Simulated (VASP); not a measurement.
Input of a VASP 6.6.1 run:

The input INCAR:

```
ALGO = Fast ; EDIFF = 1E-6
ENCUT = 520 ; GGA = PS
ISIF = 2 ; ISMEAR = 0
LASPH = True ; LCHARG = False
LREAL = False ; LWAVE = False
NBANDS = 13 ; NELM = 100
PREC = Accurate ; SIGMA = 0.15
```

The input KPOINTS:

```
k-points
0
Gamma
  24 24 24
```

Contents of POSCAR:

```
Mo
1.0
    2.7423354246      0.0000000000      0.0000000000
   -1.3711677123      2.3749321434      0.0000000000
    0.0000000000      0.0000000000      2.4297692985
Mo
1
Direct
    0.0000000000      0.0000000000      0.5000000000
```

Potentials or basis: VASP PAW PBE potentials, release 64 (Mo_sv).

The run is started by

```console
$ cat potpaw_PBE.64/Mo_sv/POTCAR > POTCAR
$ mpirun -np 1 vasp_std > vasp.out
```

**Question.** What does it give for the band gap on the k mesh?

**Answer.** Zero (band 7 reaches 13.02 eV, above the bottom of band 8 at 11.04 eV).

**Question.** Estimate the pressure.

**Answer.** 7.3 GPa.

Stress tensor (GPa, compression positive):
```
 4.29  0.00  0.00
 0.00  4.29  0.00
 0.00  0.00 13.42
```

Caveat: the cell differs from its parent crystal (strain +0.000 along x and y, -0.025 along z); the PAW data sets were made with another functional, which shifts forces and pressure a little.
